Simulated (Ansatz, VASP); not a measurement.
Two plane-wave programs on CoSi3

```
CELL_PARAMETERS angstrom
0.00000 2.90849 2.90849
2.90849 0.00000 2.90849
2.90849 2.90849 0.00000
ATOMIC_POSITIONS crystal
Si 0.25000 0.25000 0.25000
Si 0.75000 0.75000 0.75000
Si 0.50000 0.50000 0.50000
Co 0.00000 0.00000 0.00000
```

Alike in both runs: task single point; functional PBE; k mesh 12 × 12 × 12; occupations gaussian, width 0.1 eV; collinear spin.

|  | VASP | Ansatz |
| --- | --- | --- |
| version | VASP 6.6.1 | Ansatz 0.2.0 |
| potentials or method | VASP PAW PBE potentials, release 64 (Si, Co), cutoff 520 eV | scalar-relativistic, plane waves, PAW |
| valence electrons in the cell | 21 | 29 |

|  | VASP | Ansatz | Ansatz less VASP |
| --- | --- | --- | --- |
| gap on the k mesh at the Fermi level (eV) | none | none | - |
| pressure (GPa) | 5.8 | 5.9 | +0.17 |
| net moment per atom (μB) | 0.06 | 0.06 | +0.005 |
| size of the moment on the site where the two differ most (μB) | 0.22 | 0.24 | +0.027 |

Site moments also hang on the region over which each program counts them. A gap of «none» marks a metal or a gap that the smearing closes. With one functional, cell and mesh, what is left measures potentials, basis and numerics. VASP's potentials hold 21 valence electrons a cell and Ansatz's 29, so a difference there can come from the potentials and not from the codes.
